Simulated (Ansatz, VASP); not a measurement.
# Two plane-wave programs on ZrN

```
Zr N
1.0
     0.00000    2.24097    2.24097
     2.24097    0.00000    2.24097
     2.24097    2.24097    0.00000
Zr N
1 1
Cartesian
  2.2410 2.2410 2.2410
  0.0000 0.0000 0.0000
```

Alike in both runs: task single point; functional PBEsol; dispersion D3(BJ); k mesh 8 × 8 × 8; occupations gaussian, width 0.05 eV; no spin polarisation.

```csv
,VASP,Ansatz
version,VASP 6.6.1,Ansatz 0.2.0
potentials or method,"VASP PAW PBE potentials, release 64 (Zr_sv, N), cutoff 600 eV","scalar-relativistic, plane waves, PAW"
valence electrons in the cell,17,17
```

```tsv
	VASP	Ansatz	Ansatz less VASP
gap on the k mesh at the Fermi level (eV)	none	none	-
pressure (GPa)	8.1	7.7	-0.35
```

VASP's potentials were made for PBE, not for PBEsol. A gap of «none» marks a metal or a gap that the smearing closes.
